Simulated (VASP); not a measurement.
# V2O3 (R-3c) in VASP: further runs, part 2 of 2

VASP 6.6.1. Earlier steps stand in the parts before.

## (4) Single point, LDA+U, collinear spin, antiferromagnetic start

File INCAR:

```
SYSTEM = V2O3
ALGO = Normal ; EDIFF = 1E-6
ENCUT = 600 ; GGA = CA
GGA_COMPAT = .FALSE. ; ISIF = 2
ISMEAR = 0 ; ISPIN = 2
LASPH = .TRUE. ; LCHARG = .TRUE.
LDAU = .TRUE. ; LDAUJ = 0.5 0
LDAUL = 2 -1 ; LDAUPRINT = 1
LDAUTYPE = 1 ; LDAUU = 4 0
LELF = .TRUE. ; LMAXMIX = 4
LORBIT = 11 ; LREAL = .FALSE.
LVHAR = .TRUE. ; LWAVE = .FALSE.
MAGMOM = 2 2 -2 -2 0 0 0 0 0 0 ; NBANDS = 59
NELM = 200 ; PREC = Accurate
SIGMA = 0.05
```

File KPOINTS:

```
k-points
0
G
  5 5 5
  0 0 0
```

File POSCAR:

```
V2O3
1.0
    2.4709073100      1.4265790000      4.6634304300
   -2.4709073100      1.4265790000      4.6634304300
    0.0000000000     -2.8531580000      4.6634304300
V O
4 6
Direct
    0.3500000000      0.3500000000      0.3500000000
    0.1500000000      0.1500000000      0.1500000000
    0.6500000000      0.6500000000      0.6500000000
    0.8500000000      0.8500000000      0.8500000000
    0.9500000000      0.2500000000      0.5500000000
    0.5500000000      0.9500000000      0.2500000000
    0.2500000000      0.5500000000      0.9500000000
    0.0500000000      0.7500000000      0.4500000000
    0.4500000000      0.0500000000      0.7500000000
    0.7500000000      0.4500000000      0.0500000000
```

Potentials or basis: VASP PAW LDA potentials, release 64 (V_sv, O).

Run with:

```console
$ cat potpaw_LDA.64/V_sv/POTCAR potpaw_LDA.64/O/POTCAR > POTCAR
$ mpirun -np 1 vasp_std > vasp.out
```

OUTCAR:

```text
SYSTEM = V2O3
   EDIFF = 1E-6
   ENCUT = 600
   GGA = CA
   ISIF = 2
   ISMEAR = 0
   ISPIN = 2
   LASPH = .TRUE.
   LORBIT = 11
   LREAL = .FALSE.
   NELM = 200
   PREC = Accurate

 ion  position               nearest neighbor table
   1  0.350  0.350  0.350-  10 1.97   9 1.97   8 1.97   7 2.04   5 2.04   6 2.04   2 2.80   3 2.89
                             3 2.89   3 2.89
   2  0.150  0.150  0.150-   8 1.97   9 1.97  10 1.97   7 2.04   5 2.04   6 2.04   1 2.80   4 2.89
                             4 2.89   4 2.89
   3  0.650  0.650  0.650-   7 1.97   6 1.97   5 1.97   8 2.04  10 2.04   9 2.04   4 2.80   1 2.89
                             1 2.89   1 2.89
   4  0.850  0.850  0.850-   5 1.97   6 1.97   7 1.97   8 2.04  10 2.04   9 2.04   3 2.80   2 2.89
                             2 2.89   2 2.89
   5  0.950  0.250  0.550-   4 1.97   3 1.97   1 2.04   2 2.04
   6  0.550  0.950  0.250-   3 1.97   4 1.97   1 2.04   2 2.04
   7  0.250  0.550  0.950-   3 1.97   4 1.97   1 2.04   2 2.04
   8  0.050  0.750  0.450-   2 1.97   1 1.97   3 2.04   4 2.04
   9  0.450  0.050  0.750-   1 1.97   2 1.97   3 2.04   4 2.04
  10  0.750  0.450  0.050-   1 1.97   2 1.97   3 2.04   4 2.04

  LATTYP: Found a trigonal (rhomboedric) cell.
 ALAT       =     5.4670004530
 COS(alpha) =     0.5914504993

  Lattice vectors:

 A1 = (   2.4709073100,   1.4265790000,   4.6634304300)
 A2 = (  -2.4709073100,   1.4265790000,   4.6634304300)
 A3 = (   0.0000000000,  -2.8531580000,   4.6634304300)

Analysis of symmetry for initial positions (statically):
=====================================================================
 Subroutine PRICEL returns:
 Original cell was already a primitive cell.

 Routine SETGRP: Setting up the symmetry group for a
 trigonal (rhombohedral) supercell.

 Subroutine GETGRP returns: Found 12 space group operations
 (whereof  6 operations were pure point group operations)
 out of a pool of 12 trial point group operations.

The static configuration has the point symmetry S_6 .
 The point group associated with its full space group is D_3d.

Analysis of symmetry for dynamics (positions and initial velocities):
=====================================================================
 Subroutine PRICEL returns:
 Original cell was already a primitive cell.

 Routine SETGRP: Setting up the symmetry group for a
 trigonal (rhombohedral) supercell.

 Subroutine GETGRP returns: Found 12 space group operations
 (whereof  6 operations were pure point group operations)
 out of a pool of 12 trial point group operations.

The dynamic configuration has the point symmetry S_6 .
 The point group associated with its full space group is D_3d.

Analysis of structural, dynamic, and magnetic symmetry:
=====================================================================
 Subroutine PRICEL returns:
 Original cell was already a primitive cell.

 Routine SETGRP: Setting up the symmetry group for a
 trigonal (rhombohedral) supercell.

 Subroutine GETGRP returns: Found 12 space group operations
 (whereof  6 operations were pure point group operations)
 out of a pool of 12 trial point group operations.

The overall configuration has the point symmetry S_6 .
[... 281 lines left out ...]
  o =  0.2114  v =  0.1232  0.0000  0.0000 -0.8307 -0.5429  0.0000  0.0000  0.0000  0.0000  0.0000      0.0000  0.0000  0.0000  0.0000  0.0000  0.0000  0.0000  0.0000  0.0000  0.0000
  o =  0.2366  v =  0.0000  0.0000  0.0000  0.0000  0.0000 -0.6675  0.7327  0.0000  0.0000 -0.1328      0.0000  0.0000  0.0000  0.0000  0.0000  0.0000  0.0000  0.0000  0.0000  0.0000
  o =  0.2366  v =  0.0000  0.0000  0.0000  0.0000  0.0000  0.1328  0.0000  0.0000 -0.7327 -0.6675      0.0000  0.0000  0.0000  0.0000  0.0000  0.0000  0.0000  0.0000  0.0000  0.0000
  o =  0.9039  v =  0.0000  0.0000  0.0000  0.0000  0.0000 -0.7186 -0.6806  0.0000  0.0000 -0.1430      0.0000  0.0000  0.0000  0.0000  0.0000  0.0000  0.0000  0.0000  0.0000  0.0000
  o =  0.9039  v =  0.0000  0.0000  0.0000  0.0000  0.0000  0.1430  0.0000  0.0000  0.6806 -0.7186      0.0000  0.0000  0.0000  0.0000  0.0000  0.0000  0.0000  0.0000  0.0000  0.0000

 number of electron      87.9999990 magnetization      -0.0000000

 Free energy of the ion-electron system (eV)
  ---------------------------------------------------
  ext. energy  EPLUGINS =         0.00000000
  ---------------------------------------------------
  free energy    TOTEN  =       -87.17591009 eV

  energy without entropy =      -87.17591009  energy(sigma->0) =      -87.17591009

 E-fermi :   7.4856     XC(G=0): -12.5951

 val. band max:        7.0609856424   @ k =   0.4000   0.4000   0.4000
 cond. band min:       8.0910710590   @ k =   0.0000   0.0000   0.0000
 fundamental gap:      1.0300854166
 Fermi energy:         7.4856232171

 spin component 1

 k-point     1 :       0.0000    0.0000    0.0000
  band No.  band energies     occupation
      1     -57.2179      1.00000
      2     -57.1912      1.00000
      3     -55.5404      1.00000
      4     -55.5114      1.00000
      5     -31.8262      1.00000
      6     -31.6057      1.00000
[... 1110 lines left out ...]
     55      11.5557      0.00000
     56      11.7958      0.00000
 Fermi energy:         7.4856232171

 spin component 2

 k-point     1 :       0.0000    0.0000    0.0000
  band No.  band energies     occupation
      1     -57.2179      1.00000
      2     -57.1912      1.00000
      3     -55.5404      1.00000
      4     -55.5114      1.00000
      5     -31.8262      1.00000
      6     -31.6057      1.00000
[... 1110 lines left out ...]
     55      11.5557      0.00000
     56      11.7958      0.00000
 [bands above 56 left out]

------------------------ aborting loop because EDIFF is reached ----------------------------------------

  FORCE on cell =-STRESS in cart. coord.  units (eV):
  Direction    XX          YY          ZZ          XY          YZ          ZX
  --------------------------------------------------------------------------------------
  -------------------------------------------------------------------------------------
  Total        4.5700601      4.5700601      0.9167019     -0.0000000     -0.0000000     -0.0000000
  in kB       74.2375203     74.2375202     14.8911993     -0.0000000     -0.0000000     -0.0000000
  external PRESSURE =      54.4554133 kB  Pullay stress =       0.0000000 kB

 VOLUME and BASIS-vectors are now :
 -----------------------------------------------------------------------------
  energy-cutoff  :      600.00
  volume of cell :       98.63
      direct lattice vectors                 reciprocal lattice vectors
     2.470907310  1.426579000  4.663430430     0.202354818  0.116829609  0.071478140
    -2.470907310  1.426579000  4.663430430    -0.202354818  0.116829609  0.071478140
     0.000000000 -2.853158000  4.663430430     0.000000000 -0.233659218  0.071478140

 POSITION                                       TOTAL-FORCE (eV/Angst)
 -----------------------------------------------------------------------------------
      0.00000      0.00000      4.89660        -0.000000     -0.000000      0.006814
      0.00000      0.00000      2.09854        -0.000000     -0.000000     -0.006814
      0.00000      0.00000      9.09369        -0.000000     -0.000000     -0.006814
      0.00000      0.00000     11.89175        -0.000000     -0.000000      0.006814
      1.72964      0.14266      8.16100        -0.270893     -0.469200     -0.000000
     -0.98836      1.42658      8.16100         0.541785     -0.000000      0.000000
     -0.74127     -1.56924      8.16100        -0.270893      0.469200     -0.000000
     -1.72964     -0.14266      5.82929         0.270893      0.469200     -0.000000
      0.98836     -1.42658      5.82929        -0.541785     -0.000000      0.000000
      0.74127      1.56924      5.82929         0.270893     -0.469200     -0.000000
 -----------------------------------------------------------------------------------
    total drift:                                0.000000     -0.000000      0.000000

  FREE ENERGIE OF THE ION-ELECTRON SYSTEM (eV)
  ---------------------------------------------------
  free  energy   TOTEN  =       -87.1759100905 eV

  energy  without entropy=      -87.1759100905  energy(sigma->0) =      -87.17591009

 total charge

# of ion       s       p       d       tot
------------------------------------------
    1        2.247   6.268   2.965  11.480
    2        2.247   6.268   2.965  11.480
    3        2.247   6.268   2.965  11.480
    4        2.247   6.268   2.965  11.480
    5        1.543   3.529   0.000   5.072
    6        1.543   3.529   0.000   5.072
    7        1.543   3.529   0.000   5.072
    8        1.543   3.529   0.000   5.072
    9        1.543   3.529   0.000   5.072
   10        1.543   3.529   0.000   5.072
--------------------------------------------------
tot         18.244  46.249  11.860  76.352

 magnetization (x)

# of ion       s       p       d       tot
------------------------------------------
    1        0.009   0.012   1.755   1.776
    2        0.009   0.012   1.755   1.776
    3       -0.009  -0.012  -1.755  -1.776
    4       -0.009  -0.012  -1.755  -1.776
    5        0.001  -0.006   0.000  -0.004
    6        0.001  -0.006   0.000  -0.004
    7        0.001  -0.006   0.000  -0.004
    8       -0.001   0.006   0.000   0.004
    9       -0.001   0.006   0.000   0.004
   10       -0.001   0.006   0.000   0.004
--------------------------------------------------
tot          0.000  -0.000  -0.000  -0.000
```

Wall time 7.2 min (1 thread of Intel Xeon Platinum 8259CL at 2.50GHz (Skylake/Cascade Lake), shared host); peak memory 0.38 GiB.

What came out:

- Free energy: -87.1759 eV
- Pressure: 5.4 GPa
- Largest force: 0.542 eV/Å
- Band gap on the k mesh: 1.03 eV (least direct gap 1.32 eV)
- Net moment: 0.00 μB per cell
- Site moments: V +1.78, -1.78 (each value once); O -0.00, +0.00 (each value once) μB
- Valence electrons inside the program's atomic spheres: V 11.48; O 5.07

Forces on the atoms (eV/Å):
```
V    0.000  0.000  0.007
V    0.000  0.000 -0.007
V    0.000  0.000 -0.007
V    0.000  0.000  0.007
O   -0.271 -0.469  0.000
O    0.542  0.000  0.000
O   -0.271  0.469  0.000
O    0.271  0.469  0.000
O   -0.542  0.000  0.000
O    0.271 -0.469  0.000
```

Levels at points of the mesh, in eV from the valence-band top:
Spin up:
```tsv
k point	band 40	band 41	band 42	band 43	band 44	band 45	band 46	band 47	band 48	band 49
(0.00, 0.00, 0.00)	-2.31	-0.77	-0.77	-0.35	-0.35	1.03	2.50	2.67	3.07	3.07
```
Spin down:
```tsv
k point	band 41	band 42	band 43	band 44	band 45	band 46	band 47	band 48
(0.00, 0.00, 0.00)	-0.77	-0.77	-0.35	-0.35	1.03	2.50	2.67	3.07
```

Eigenvalues of the final occupation matrices:
```csv
site,spin,trace,eigenvalues
site 1 d,1,2.38,0.10 0.24 0.24 0.90 0.90
site 1 d,2,0.62,0.05 0.05 0.09 0.21 0.21
site 2 d,1,2.38,0.10 0.24 0.24 0.90 0.90
site 2 d,2,0.62,0.05 0.05 0.09 0.21 0.21
site 3 d,1,0.62,0.05 0.05 0.09 0.21 0.21
site 3 d,2,2.38,0.10 0.24 0.24 0.90 0.90
site 4 d,1,0.62,0.05 0.05 0.09 0.21 0.21
site 4 d,2,2.38,0.10 0.24 0.24 0.90 0.90
```

Caveat: the stress differs along the axes, from 1 to 7 GPa.
